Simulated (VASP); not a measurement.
# NaScTe2 (P4/mmm) in VASP: notebook

NaScTe2 is run at these levels: r2SCAN, PBE; tasks: single point.

Everything below comes from runs of VASP 6.6.1. Logs are shortened: lines on timing, memory, paths and dates and some standing lists are left out, and cuts for length are marked.

## 1. The cell of the first run

Symmetry: P4/mmm, No. 123, tetragonal system. Conventional cell: a = 4.394 Å, b = 4.394 Å, c = 6.015 Å, α = 90.00°, β = 90.00°, γ = 90.00°. Na (site symmetry 4/mmm) has 6 Te at 3.01 to 3.11 Å within 4.0 Å. Within 4.0 Å of Te (site symmetry 4/mmm) lie 2 Na at 3.01 Å and 4 Sc at 3.11 Å. Within 4.0 Å of Te (site symmetry 4/mmm) lie 2 Sc at 3.01 Å and 4 Na at 3.11 Å. Sc (site symmetry 4/mmm) has 6 Te at 3.01 to 3.11 Å within 4.0 Å.

## 2. Single point, r2SCAN (volume changed by +6%)

The input, POSCAR:

```
NaScTe2
1.0
    4.3944609342      0.0000000000      0.0000000000
    0.0000000000      4.3944609342      0.0000000000
    0.0000000000      0.0000000000      6.0148661858
Na Te Sc
1 2 1
Direct
    0.0000000000      0.0000000000      0.0000000000
    0.0000000000      0.0000000000      0.5000000000
    0.5000000000      0.5000000000      0.0000000000
    0.5000000000      0.5000000000      0.5000000000
```

The input, INCAR.step1:

```
ALGO = Normal
EDIFF = 1E-4
ENCUT = 520
GGA = PE
ISMEAR = -1
LASPH = True
LCHARG = False
LREAL = False
LWAVE = True
NBANDS = 23
NELM = 100
PREC = Accurate
SIGMA = 0.02
```

The input, INCAR.step2:

```
ALGO = Normal
EDIFF = 1E-6
ENCUT = 520
ISIF = 2
ISMEAR = -1
ISTART = 1
LASPH = True
LCHARG = False
LMIXTAU = True
LREAL = False
LWAVE = False
METAGGA = R2SCAN
NBANDS = 23
NELM = 100
PREC = Accurate
SIGMA = 0.02
```

The input, KPOINTS:

```
k-points
0
Gamma
  6 6 4
```

Potentials or basis: VASP PAW PBE potentials, release 64 (Na_pv, Te, Sc_sv).

Started as:

```bash
> cat potpaw_PBE.64/Na_pv/POTCAR potpaw_PBE.64/Te/POTCAR potpaw_PBE.64/Sc_sv/POTCAR > POTCAR
> cp INCAR.step1 INCAR
> mpirun -np 1 vasp_std > vasp.out
> cp INCAR.step2 INCAR
> mpirun -np 1 vasp_std > vasp.out
```

OUTCAR:

```text
EDIFF = 1E-6
   ENCUT = 520
   ISIF = 2
   ISMEAR = -1
   ISTART = 1
   LASPH = True
   LREAL = False
   METAGGA = R2SCAN
   NELM = 100
   PREC = Accurate

 ion  position               nearest neighbor table
   1  0.000  0.000  0.000-   2 3.01   2 3.01   3 3.11   3 3.11   3 3.11   3 3.11
   2  0.000  0.000  0.500-   1 3.01   1 3.01   4 3.11   4 3.11   4 3.11   4 3.11
   3  0.500  0.500  0.000-   4 3.01   4 3.01   1 3.11   1 3.11   1 3.11   1 3.11
   4  0.500  0.500  0.500-   3 3.01   3 3.01   2 3.11   2 3.11   2 3.11   2 3.11

  LATTYP: Found a simple tetragonal cell.
 ALAT       =     4.3944609342
 C/A-ratio  =     1.3687381173

  Lattice vectors:

 A1 = (   4.3944609342,   0.0000000000,   0.0000000000)
 A2 = (   0.0000000000,   4.3944609342,   0.0000000000)
 A3 = (   0.0000000000,   0.0000000000,   6.0148661858)

Analysis of symmetry for initial positions (statically):
=====================================================================
 Subroutine PRICEL returns:
 Original cell was already a primitive cell.

 Routine SETGRP: Setting up the symmetry group for a
 simple tetragonal supercell.

 Subroutine GETGRP returns: Found 16 space group operations
 (whereof 16 operations were pure point group operations)
 out of a pool of 16 trial point group operations.

The static configuration has the point symmetry D_4h.

Analysis of symmetry for dynamics (positions and initial velocities):
=====================================================================
 Subroutine PRICEL returns:
 Original cell was already a primitive cell.

 Routine SETGRP: Setting up the symmetry group for a
 simple tetragonal supercell.

 Subroutine GETGRP returns: Found 16 space group operations
 (whereof 16 operations were pure point group operations)
 out of a pool of 16 trial point group operations.

The dynamic configuration has the point symmetry D_4h.

 Subroutine INISYM returns: Found 16 space group operations
 (whereof 16 operations are pure point group operations),
 and found     1 'primitive' translations

----------------------------------------------------------------------------------------

                                     Primitive cell

  volume of cell :     116.1548

  direct lattice vectors                    reciprocal lattice vectors
     4.394460934  0.000000000  0.000000000     0.227559197  0.000000000  0.000000000
     0.000000000  4.394460934  0.000000000     0.000000000  0.227559197  0.000000000
     0.000000000  0.000000000  6.014866186     0.000000000  0.000000000  0.166254738

  length of vectors
     4.394460934  4.394460934  6.014866186     0.227559197  0.227559197  0.166254738

  position of ions in fractional coordinates (direct lattice)
     0.000000000  0.000000000  0.000000000
     0.000000000  0.000000000  0.500000000
     0.500000000  0.500000000  0.000000000
     0.500000000  0.500000000  0.500000000

  ion indices of the primitive-cell ions
   primitive index   ion index
                 1           1
                 2           2
                 3           3
                 4           4

----------------------------------------------------------------------------------------

 KPOINTS: k-points

Automatic generation of k-mesh.
 Grid dimensions read from file:
 generate k-points for:    6    6    4

 Generating k-lattice:

  Cartesian coordinates                     Fractional coordinates (reciprocal lattice)
     0.037926533  0.000000000  0.000000000     0.166666667  0.000000000  0.000000000
     0.000000000  0.037926533  0.000000000     0.000000000  0.166666667  0.000000000
     0.000000000  0.000000000  0.041563684     0.000000000  0.000000000  0.250000000

  Length of vectors
     0.037926533  0.037926533  0.041563684

  Shift w.r.t. Gamma in fractional coordinates (k-lattice)
     0.000000000  0.000000000  0.000000000

 Subroutine IBZKPT returns following result:
 ===========================================

 Found     30 irreducible k-points:

 Following reciprocal coordinates:
            Coordinates               Weight
  0.000000  0.000000  0.000000      1.000000
  0.166667  0.000000  0.000000      4.000000
  0.333333  0.000000  0.000000      4.000000
  0.500000  0.000000  0.000000      2.000000
  0.166667  0.166667  0.000000      4.000000
  0.333333  0.166667  0.000000      8.000000
[... 16 lines left out ...]
  0.333333  0.000000  0.500000      4.000000
  0.500000  0.000000  0.500000      2.000000
 [... further k-points ...]
   k-points           NKPTS =     30   k-points in BZ     NKDIM =     30   number of bands    NBANDS=     23
   number of dos      NEDOS =    301   number of ions     NIONS =      4
   total plane-waves  NPLWV =  62208
   dimension x,y,z NGX =    36 NGY =   36 NGZ =   48
   dimension x,y,z NGXF=    72 NGYF=   72 NGZF=   96
   ions per type =               1   2   1
   NGX,Y,Z   is equivalent  to a cutoff of  13.62, 13.62, 13.27 a.u.
   NGXF,Y,Z  is equivalent  to a cutoff of  27.24, 27.24, 26.53 a.u.
 SYSTEM =  unknown system
   PREC   = accura    normal or accurate (medium, high low for compatibility)
   ISTART =      1    job   : 0-new  1-cont  2-samecut
   ICHARG =      0    charge: 1-file 2-atom 10-const
   ISPIN  =      1    spin polarized calculation?
   LNONCOLLINEAR =      F non collinear calculations
   LSORBIT =      F    spin-orbit coupling
   LASPH  =      T    aspherical Exc in radial PAW
   ENCUT  =  520.0 eV  38.22 Ry    6.18 a.u.   8.17  8.17 11.18*2*pi/ulx,y,z
   NELM   =    100;   NELMIN=  2; NELMDL=  0     # of ELM steps
   EDIFF  = 0.1E-05   stopping-criterion for ELM
   LREAL  =      F    real-space projection
[... 7 lines left out ...]
   TEBEG  =    0.0;   TEEND  =   0.0 temperature during run
   PSTRESS=    0.0 pullay stress
   NELECT =      30.0000    total number of electrons
   NUPDOWN=      -1.0000    fix difference up-down
   EMIN   =  10.00;   EMAX   =-10.00  energy-range for DOS
   EFERMI =   0.00;   METHOD = LEGACY
   ISMEAR =    -1;   SIGMA  =   0.02  broadening in eV -4-tet -1-fermi 0-gaus
   EFERMI_NEDOS =   21; number of points for ismear=-14 and -15
   IALGO  =     38    algorithm
   IMIX   =      4    mixing-type and parameters
     AMIX     =   0.40;   BMIX     =  1.00
     AMIX_MAG =   1.60;   BMIX_MAG =  1.00
  volume/ion in A,a.u.               =      29.04       195.96
  Fermi-wavevector in a.u.,A,eV,Ry     =   1.042564  1.970161 14.788721  1.086940
  Thomas-Fermi vector in A             =   2.177235
   LORBIT       =      0    0 simple, 1 ext, 2 COOP (PROOUT), +10 PAW based schemes
   METAGGA = R2SCAN    functional components
   LHFCALC =     F    Hartree Fock is set to
   AEXX    =    0.0000 exact exchange contribution
   IVDW    =     0    specifies the selected vdW correction
   LEPSILON=     F    determine dielectric tensor
   LRPA    =     F    only Hartree local field effects (RPA)
 non-spin polarized calculation
  energy-cutoff  :      520.00
  volume of cell :      116.15
 maximum number of plane-waves:      3160
 NGX is ok and might be reduce to    36
   NGX = 17   NGY = 17   NGZ = 23

 number of electron      30.0000005 magnetization

 Free energy of the ion-electron system (eV)
  ---------------------------------------------------
  ext. energy  EPLUGINS =         0.00000000
  ---------------------------------------------------
  free energy    TOTEN  =       -70.58462956 eV

  energy without entropy =      -70.58363906  energy(sigma->0) =      -70.58413431

 E-fermi :   3.9226     XC(G=0):  -9.3454

 val. band max:        3.9146039050   @ k =   0.0000   0.0000   0.0000
 cond. band min:       3.9328391416   @ k =   0.0000   0.0000   0.2500
 fundamental gap:      0.0182352366
 Fermi energy:         3.9225887906

 k-point     1 :       0.0000    0.0000    0.0000
  band No.  band energies     occupation
      1     -49.2387      2.00000
      2     -26.8764      2.00000
      3     -26.8764      2.00000
      4     -26.7495      2.00000
      5     -20.1850      2.00000
      6     -20.1569      2.00000
[... 15 lines left out ...]
     22       8.4113      0.00000
     23       9.2747      0.00000

 k-point     2 :       0.1667    0.0000    0.0000
  band No.  band energies     occupation
      1     -49.2386      2.00000
      2     -26.8786      2.00000
      3     -26.8759      2.00000
      4     -26.7493      2.00000
      5     -20.1849      2.00000
      6     -20.1582      2.00000
[... 15 lines left out ...]
     22       8.9989      0.00000
     23       9.8866      0.00000

 k-point     3 :       0.3333    0.0000    0.0000
  band No.  band energies     occupation
      1     -49.2385      2.00000
      2     -26.8831      2.00000
      3     -26.8750      2.00000
      4     -26.7490      2.00000
      5     -20.1847      2.00000
      6     -20.1607      2.00000
[... 15 lines left out ...]
     22       9.8144      0.00000
     23      10.5757      0.00000

 k-point     4 :       0.5000    0.0000    0.0000
  band No.  band energies     occupation
      1     -49.2384      2.00000
      2     -26.8853      2.00000
      3     -26.8745      2.00000
      4     -26.7489      2.00000
      5     -20.1846      2.00000
      6     -20.1620      2.00000
[... 15 lines left out ...]
     22       9.8596      0.00000
     23      10.4696      0.00000

 k-point     5 :       0.1667    0.1667    0.0000
  band No.  band energies     occupation
      1     -49.2386      2.00000
      2     -26.8782      2.00000
      3     -26.8782      2.00000
      4     -26.7492      2.00000
      5     -20.1848      2.00000
      6     -20.1580      2.00000
[... 434 lines left out ...]
 k-point    22 :       0.1667    0.0000    0.5000
  band No.  band energies     occupation
      1     -49.2387      2.00000
      2     -26.8786      2.00000
      3     -26.8759      2.00000
      4     -26.7491      2.00000
      5     -20.1853      2.00000
      6     -20.1582      2.00000
[... 15 lines left out ...]
     22       9.5360      0.00000
     23      10.1834      0.00000

 k-point    23 :       0.3333    0.0000    0.5000
  band No.  band energies     occupation
      1     -49.2385      2.00000
      2     -26.8830      2.00000
      3     -26.8749      2.00000
      4     -26.7488      2.00000
      5     -20.1851      2.00000
      6     -20.1607      2.00000
[... 15 lines left out ...]
     22       8.7145      0.00000
     23      10.3059      0.00000

 k-point    24 :       0.5000    0.0000    0.5000
  band No.  band energies     occupation
      1     -49.2385      2.00000
      2     -26.8852      2.00000
      3     -26.8745      2.00000
      4     -26.7487      2.00000
      5     -20.1850      2.00000
      6     -20.1619      2.00000
[... 15 lines left out ...]
     22       8.1650      0.00000
     23       9.4028      0.00000

 [... further k-points ...]

------------------------ aborting loop because EDIFF is reached ----------------------------------------

  FORCE on cell =-STRESS in cart. coord.  units (eV):
  Direction    XX          YY          ZZ          XY          YZ          ZX
  --------------------------------------------------------------------------------------
  -------------------------------------------------------------------------------------
  Total       -1.6145145     -1.6145145     -2.1025662      0.0000000      0.0000000     -0.0000000
  in kB      -22.2697501    -22.2697501    -29.0016742      0.0000000      0.0000000     -0.0000000
  external PRESSURE =     -24.5137248 kB  Pullay stress =       0.0000000 kB

 VOLUME and BASIS-vectors are now :
 -----------------------------------------------------------------------------
  energy-cutoff  :      520.00
  volume of cell :      116.15
      direct lattice vectors                 reciprocal lattice vectors
     4.394460934  0.000000000  0.000000000     0.227559197  0.000000000  0.000000000
     0.000000000  4.394460934  0.000000000     0.000000000  0.227559197  0.000000000
     0.000000000  0.000000000  6.014866186     0.000000000  0.000000000  0.166254738

 POSITION                                       TOTAL-FORCE (eV/Angst)
 -----------------------------------------------------------------------------------
      0.00000      0.00000      0.00000         0.000000      0.000000      0.000000
      0.00000      0.00000      3.00743         0.000000      0.000000      0.000000
      2.19723      2.19723      0.00000         0.000000      0.000000      0.000000
      2.19723      2.19723      3.00743         0.000000      0.000000      0.000000
 -----------------------------------------------------------------------------------
    total drift:                                0.000000      0.000000      0.000000

  FREE ENERGIE OF THE ION-ELECTRON SYSTEM (eV)
  ---------------------------------------------------
  free  energy   TOTEN  =       -70.5846295606 eV

  energy  without entropy=      -70.5836390599  energy(sigma->0) =      -70.58413431
```

It took 2.1 min on 1 thread of Intel Xeon 6975P-C (Granite Rapids), shared host; peak memory 0.3 GiB.

What came out:

- Free energy: -70.5846 eV
- Pressure: -2.5 GPa
- Band gap on the k mesh: zero (band 15 reaches 3.95 eV, above the bottom of band 16 at 3.93 eV)

Stress tensor (GPa, compression positive):
```
-2.23  0.00  0.00
 0.00 -2.23  0.00
 0.00  0.00 -2.90
```

Caveat: the PAW data sets were made with another functional, which shifts forces and pressure a little; spin-orbit coupling is left out, which moves the levels of the heavy elements.

(Continued in part 2 of 2.)
